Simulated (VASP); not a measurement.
# AlRu (Pm-3m) in VASP: further runs

Aim: see how the results for AlRu move with the level of theory and the settings. Levels: LDA, r2SCAN. Tasks: electric field gradients.

Everything below comes from runs of VASP 6.6.1. Logs are shortened: lines on timing, memory, paths and dates and some standing lists are left out, and cuts for length are marked.

### Step 1. The cell of the first run

It takes space group Pm-3m (No. 221, cubic). Conventional cell: a = 2.992 Å, b = 2.992 Å, c = 2.992 Å, α = 90.00°, β = 90.00°, γ = 90.00°. Within 3.4 Å of Al (site symmetry m-3m) lie 8 Ru at 2.59 Å and 6 Al at 2.99 Å. Ru (site symmetry m-3m) has 8 Al at 2.59 Å and 6 Ru at 2.99 Å within 3.4 Å.

### Step 2. Electric field gradients, LDA

The input, INCAR:

```
SYSTEM = AlRu
ALGO     = Normal         ! electronic algorithm
EDIFF    = 1E-8           ! SCF threshold, eV
ENCUT    = 520            ! plane-wave cutoff, eV
ISIF     = 2              ! what is computed and relaxed
ISMEAR   = -1             ! smearing method
LASPH    = .True.         ! aspherical terms in the spheres
LCHARG   = .False.        ! write CHGCAR
LEFG     = .True.       
LREAL    = .False.        ! projectors in reciprocal space
LWAVE    = .False.        ! write WAVECAR
NBANDS   = 16             ! bands
NELM     = 80             ! most SCF steps
PREC     = Accurate       ! precision mode
SIGMA    = 0.05           ! smearing width, eV
```

The input, KPOINTS:

```
k-points
0
Gamma
  12 12 12
  0 0 0
```

The input, POSCAR:

```
AlRu
1.0
    2.9916000000      0.0000000000      0.0000000000
    0.0000000000      2.9916000000      0.0000000000
    0.0000000000      0.0000000000      2.9916000000
Al Ru
1 1
Direct
    0.0000000000      0.0000000000      0.0000000000
    0.5000000000      0.5000000000      0.5000000000
```

Potentials or basis: VASP PAW LDA potentials, release 64 (Al, Ru_pv).

On the command line:

```console
$ cat potpaw_LDA.64/Al/POTCAR potpaw_LDA.64/Ru_pv/POTCAR > POTCAR
$ mpirun -np 1 vasp_std > vasp.out
```

OUTCAR:

```text
SYSTEM = AlRu
   EDIFF = 1E-8
   ENCUT = 520
   ISIF = 2
   ISMEAR = -1
   LASPH = .True.
   LREAL = .False.
   NELM = 80
   PREC = Accurate

 ion  position               nearest neighbor table
   1  0.000  0.000  0.000-   2 2.59   2 2.59   2 2.59   2 2.59   2 2.59   2 2.59   2 2.59   2 2.59

   2  0.500  0.500  0.500-   1 2.59   1 2.59   1 2.59   1 2.59   1 2.59   1 2.59   1 2.59   1 2.59

  LATTYP: Found a simple cubic cell.
 ALAT       =     2.9916000000

  Lattice vectors:

 A1 = (   2.9916000000,   0.0000000000,   0.0000000000)
 A2 = (   0.0000000000,   2.9916000000,   0.0000000000)
 A3 = (   0.0000000000,   0.0000000000,   2.9916000000)

Analysis of symmetry for initial positions (statically):
=====================================================================
 Subroutine PRICEL returns:
 Original cell was already a primitive cell.

 Routine SETGRP: Setting up the symmetry group for a
 simple cubic supercell.

 Subroutine GETGRP returns: Found 48 space group operations
 (whereof 48 operations were pure point group operations)
 out of a pool of 48 trial point group operations.

The static configuration has the point symmetry O_h .

Analysis of symmetry for dynamics (positions and initial velocities):
=====================================================================
 Subroutine PRICEL returns:
 Original cell was already a primitive cell.

 Routine SETGRP: Setting up the symmetry group for a
 simple cubic supercell.

 Subroutine GETGRP returns: Found 48 space group operations
 (whereof 48 operations were pure point group operations)
 out of a pool of 48 trial point group operations.

The dynamic configuration has the point symmetry O_h .

 Subroutine INISYM returns: Found 48 space group operations
 (whereof 48 operations are pure point group operations),
 and found     1 'primitive' translations

----------------------------------------------------------------------------------------

                                     Primitive cell

  volume of cell :      26.7738

  direct lattice vectors                    reciprocal lattice vectors
     2.991600000  0.000000000  0.000000000     0.334269287  0.000000000  0.000000000
[... 123 lines left out ...]

 number of electron      16.9999995 magnetization

 Free energy of the ion-electron system (eV)
  ---------------------------------------------------
  ext. energy  EPLUGINS =         0.00000000
  ---------------------------------------------------
  free energy    TOTEN  =       -16.17268681 eV

  energy without entropy =      -16.16087565  energy(sigma->0) =      -16.16678123

 E-fermi :  10.5061     XC(G=0): -12.7933

 val. band max:       10.5003221699   @ k =   0.0833   0.0833   0.0000
 cond. band min:      10.5210288108   @ k =   0.2500   0.0833   0.0833
 fundamental gap:      0.0207066409
 Fermi energy:        10.5060642989

 k-point     1 :       0.0000    0.0000    0.0000
  band No.  band energies     occupation
      1     -31.0601      2.00000
      2     -31.0601      2.00000
      3     -31.0601      2.00000
      4       0.8537      2.00000
      5       6.9211      2.00000
      6       6.9211      2.00000
[... 433 lines left out ...]
      3     -31.0293      2.00000
      4       4.5004      2.00000
      5       6.5867      2.00000
      6       8.6036      2.00000
[... 8 lines left out ...]
     15      22.8560      0.00000
     16      25.6504      0.00000

 [... further k-points ...]

------------------------ aborting loop because EDIFF is reached ----------------------------------------

  FORCE on cell =-STRESS in cart. coord.  units (eV):
  Direction    XX          YY          ZZ          XY          YZ          ZX
  --------------------------------------------------------------------------------------
  -------------------------------------------------------------------------------------
  Total       -1.2919858     -1.2919858     -1.2919858      0.0000000      0.0000000      0.0000000
  in kB      -77.3139281    -77.3139281    -77.3139281      0.0000000      0.0000000      0.0000000
  external PRESSURE =     -77.3139281 kB  Pullay stress =       0.0000000 kB

 VOLUME and BASIS-vectors are now :
 -----------------------------------------------------------------------------
  energy-cutoff  :      520.00
  volume of cell :       26.77
      direct lattice vectors                 reciprocal lattice vectors
     2.991600000  0.000000000  0.000000000     0.334269287  0.000000000  0.000000000
     0.000000000  2.991600000  0.000000000     0.000000000  0.334269287  0.000000000
     0.000000000  0.000000000  2.991600000     0.000000000  0.000000000  0.334269287

 POSITION                                       TOTAL-FORCE (eV/Angst)
 -----------------------------------------------------------------------------------
      0.00000      0.00000      0.00000         0.000000      0.000000      0.000000
      1.49580      1.49580      1.49580         0.000000      0.000000      0.000000
 -----------------------------------------------------------------------------------
    total drift:                                0.000000     -0.000000     -0.000000

  FREE ENERGIE OF THE ION-ELECTRON SYSTEM (eV)
  ---------------------------------------------------
  free  energy   TOTEN  =       -16.1726868051 eV

  energy  without entropy=      -16.1608756473  energy(sigma->0) =      -16.16678123

 Electric field gradients (V/A^2)
---------------------------------------------------------------------
 ion       V_xx      V_yy      V_zz      V_xy      V_xz      V_yz
---------------------------------------------------------------------
   1       0.000     0.000    -0.000     0.000    -0.000    -0.000
   2       0.000    -0.000    -0.000     0.000    -0.000     0.000
---------------------------------------------------------------------

 Electric field gradients after diagonalization (V/A^2)
 (convention: |V_zz| > |V_xx| > |V_yy|)
----------------------------------------------------------------------
 ion       V_xx      V_yy      V_zz     asymmetry (V_yy - V_xx)/ V_zz
----------------------------------------------------------------------
   1       0.000     0.000    -0.000       0.012
   2      -0.000    -0.000     0.000       0.125
----------------------------------------------------------------------

           NMR quadrupolar parameters

 Cq : quadrupolar parameter    Cq=e*Q*V_zz/h
 eta: asymmetry parameters     (V_yy - V_xx)/ V_zz
 Q  : nuclear electric quadrupole moment in mb (millibarn)
----------------------------------------------------------------------
 ion       Cq(MHz)       eta       Q (mb)
----------------------------------------------------------------------
   1      -0.000       0.012       1.000
   2       0.000       0.125       1.000
----------------------------------------------------------------------
```

OSZICAR:

```text
N       E                     dE             d eps       ncg     rms          rms(c)
DAV:   1     0.116531998287E+03    0.11653E+03   -0.91861E+03  2728   0.986E+02
DAV:   2    -0.149377931602E+02   -0.13147E+03   -0.12520E+03  3168   0.294E+02
DAV:   3    -0.168532808258E+02   -0.19155E+01   -0.19094E+01  3504   0.372E+01
DAV:   4    -0.168650597596E+02   -0.11779E-01   -0.11764E-01  3280   0.313E+00
DAV:   5    -0.168652048506E+02   -0.14509E-03   -0.14478E-03  3224   0.323E-01    0.123E+01
DAV:   6    -0.162747447215E+02    0.59046E+00   -0.23041E+00  2848   0.163E+01    0.232E+00
DAV:   7    -0.161936611580E+02    0.81084E-01   -0.18508E-01  2768   0.489E+00    0.208E+00
DAV:   8    -0.161729336939E+02    0.20727E-01   -0.21547E-02  3152   0.104E+00    0.196E-01
DAV:   9    -0.161727116332E+02    0.22206E-03   -0.29558E-04  3224   0.138E-01    0.124E-01
DAV:  10    -0.161726872814E+02    0.24352E-04   -0.27432E-05  3120   0.567E-02    0.691E-03
DAV:  11    -0.161726868540E+02    0.42750E-06   -0.10119E-06  3440   0.108E-02    0.374E-03
DAV:  12    -0.161726868044E+02    0.49531E-07   -0.39919E-08  3152   0.208E-03    0.245E-04
DAV:  13    -0.161726868051E+02   -0.72873E-09   -0.73322E-10  1848   0.240E-04
   1 F= -.16172687E+02 E0= -.16166781E+02  d E =-.118112E-01
```

stdout:

```text
POSCAR found type information on POSCAR AlRu
 POSCAR found :  2 types and       2 ions
 scaLAPACK will be used
 LDA part: xc-table for (Slater(with rela. corr.)+CA(PZ))
 , standard interpolation
 POSCAR, INCAR and KPOINTS ok, starting setup
 FFT: planning ... GRIDC
 FFT: planning ... GRID_SOFT
 FFT: planning ... GRID
 WAVECAR not read
 entering main loop
ion   1

ion   2
```

Run time: 45 s. Hardware: 1 thread of AMD EPYC 7R43 (Zen 3), shared host; peak memory 0.12 GiB.

What came out:

| Quantity | Value |
| --- | --- |
| Free energy | -16.1727 eV |
| Pressure | -7.7 GPa |
| Band gap on the k mesh | zero (an odd number of electrons rules out a gap without spin polarisation) |
| Largest electric field gradient by atom | zero within the noise of the run |

Caveat: the cell stands under tension.

### Step 3. Electric field gradients, r2SCAN

POSCAR is that of step 2.

The input, INCAR.step1:

```
ALGO = Normal
EDIFF = 1E-4
ENCUT = 520
GGA = PE
ISMEAR = -1
LASPH = T
LCHARG = F
LREAL = F
LWAVE = T
NBANDS = 16
NELM = 100
PREC = Accurate
SIGMA = 0.05
```

The input, INCAR.step2:

```
ALGO = Normal
EDIFF = 1E-8
ENCUT = 520
ISIF = 2
ISMEAR = -1
ISTART = 1
LASPH = T
LCHARG = F
LEFG = T
LMIXTAU = T
LREAL = F
LWAVE = F
METAGGA = R2SCAN
NBANDS = 16
NELM = 100
PREC = Accurate
SIGMA = 0.05
```

The input, KPOINTS:

```
k-points
0
Gamma
  12 12 12
```

Potentials or basis: VASP PAW PBE potentials, release 64 (Al, Ru_pv).

On the command line:

```console
$ cat potpaw_PBE.64/Al/POTCAR potpaw_PBE.64/Ru_pv/POTCAR > POTCAR
$ cp INCAR.step1 INCAR
$ mpirun -np 1 vasp_std > vasp.out
$ cp INCAR.step2 INCAR
$ mpirun -np 1 vasp_std > vasp.out
```

OUTCAR:

```text
EDIFF = 1E-8
   ENCUT = 520
   ISIF = 2
   ISMEAR = -1
   ISTART = 1
   LASPH = T
   LREAL = F
   METAGGA = R2SCAN
   NELM = 100
   PREC = Accurate

 ion  position               nearest neighbor table
   1  0.000  0.000  0.000-   2 2.59   2 2.59   2 2.59   2 2.59   2 2.59   2 2.59   2 2.59   2 2.59

   2  0.500  0.500  0.500-   1 2.59   1 2.59   1 2.59   1 2.59   1 2.59   1 2.59   1 2.59   1 2.59

  LATTYP: Found a simple cubic cell.
 ALAT       =     2.9916000000

  Lattice vectors:

 A1 = (   2.9916000000,   0.0000000000,   0.0000000000)
 A2 = (   0.0000000000,   2.9916000000,   0.0000000000)
 A3 = (   0.0000000000,   0.0000000000,   2.9916000000)

Analysis of symmetry for initial positions (statically):
=====================================================================
 Subroutine PRICEL returns:
 Original cell was already a primitive cell.

 Routine SETGRP: Setting up the symmetry group for a
 simple cubic supercell.

 Subroutine GETGRP returns: Found 48 space group operations
[... 645 lines left out ...]
     2.991600000  0.000000000  0.000000000     0.334269287  0.000000000  0.000000000
     0.000000000  2.991600000  0.000000000     0.000000000  0.334269287  0.000000000
     0.000000000  0.000000000  2.991600000     0.000000000  0.000000000  0.334269287

 POSITION                                       TOTAL-FORCE (eV/Angst)
 -----------------------------------------------------------------------------------
      0.00000      0.00000      0.00000         0.000000      0.000000      0.000000
      1.49580      1.49580      1.49580         0.000000      0.000000      0.000000
 -----------------------------------------------------------------------------------
    total drift:                                0.000000     -0.000000     -0.000000

  FREE ENERGIE OF THE ION-ELECTRON SYSTEM (eV)
  ---------------------------------------------------
  free  energy   TOTEN  =       -33.6194411551 eV

  energy  without entropy=      -33.6078679327  energy(sigma->0) =      -33.61365454

 Electric field gradients (V/A^2)
---------------------------------------------------------------------
 ion       V_xx      V_yy      V_zz      V_xy      V_xz      V_yz
---------------------------------------------------------------------
   1      -0.000    -0.000    -0.000    -0.000     0.000     0.000
   2       0.000     0.000     0.000     0.000    -0.000    -0.000
---------------------------------------------------------------------

 Electric field gradients after diagonalization (V/A^2)
 (convention: |V_zz| > |V_xx| > |V_yy|)
----------------------------------------------------------------------
 ion       V_xx      V_yy      V_zz     asymmetry (V_yy - V_xx)/ V_zz
----------------------------------------------------------------------
   1      -0.000    -0.000    -0.000      -0.009
   2       0.000     0.000     0.000      -0.325
----------------------------------------------------------------------

           NMR quadrupolar parameters

 Cq : quadrupolar parameter    Cq=e*Q*V_zz/h
 eta: asymmetry parameters     (V_yy - V_xx)/ V_zz
 Q  : nuclear electric quadrupole moment in mb (millibarn)
----------------------------------------------------------------------
 ion       Cq(MHz)       eta       Q (mb)
----------------------------------------------------------------------
   1      -0.000      -0.009       1.000
   2       0.000      -0.325       1.000
----------------------------------------------------------------------
```

OSZICAR.step1:

```text
N       E                     dE             d eps       ncg     rms          rms(c)
DAV:   1     0.117538694143E+03    0.11754E+03   -0.91351E+03  2728   0.982E+02
DAV:   2    -0.130356456351E+02   -0.13057E+03   -0.12443E+03  3208   0.293E+02
DAV:   3    -0.149299011691E+02   -0.18943E+01   -0.18887E+01  3472   0.370E+01
DAV:   4    -0.149434363144E+02   -0.13535E-01   -0.13521E-01  3336   0.330E+00
DAV:   5    -0.149436423667E+02   -0.20605E-03   -0.20576E-03  3272   0.385E-01    0.122E+01
DAV:   6    -0.143556448631E+02    0.58800E+00   -0.23051E+00  2920   0.164E+01    0.233E+00
DAV:   7    -0.142842023134E+02    0.71443E-01   -0.17459E-01  2856   0.472E+00    0.204E+00
DAV:   8    -0.142688702583E+02    0.15332E-01   -0.17370E-02  3144   0.104E+00    0.187E-01
DAV:   9    -0.142687216209E+02    0.14864E-03   -0.25397E-04  3288   0.130E-01    0.123E-01
DAV:  10    -0.142687164018E+02    0.52190E-05   -0.20778E-05  1704   0.534E-02
   1 F= -.14268716E+02 E0= -.14262766E+02  d E =-.119005E-01
```

It took 3.5 min on 1 thread of AMD EPYC 7R43 (Zen 3), shared host; peak memory 0.13 GiB.

Results:

```
Free energy                             : -33.6194 eV
Pressure                                : -2.0 GPa
Band gap on the k mesh                  : zero (an odd number of electrons rules out a gap without spin polarisation)
Largest electric field gradient by atom : zero within the noise of the run
```

Caveat: the PAW data sets were made with another functional, which shifts forces and pressure a little.
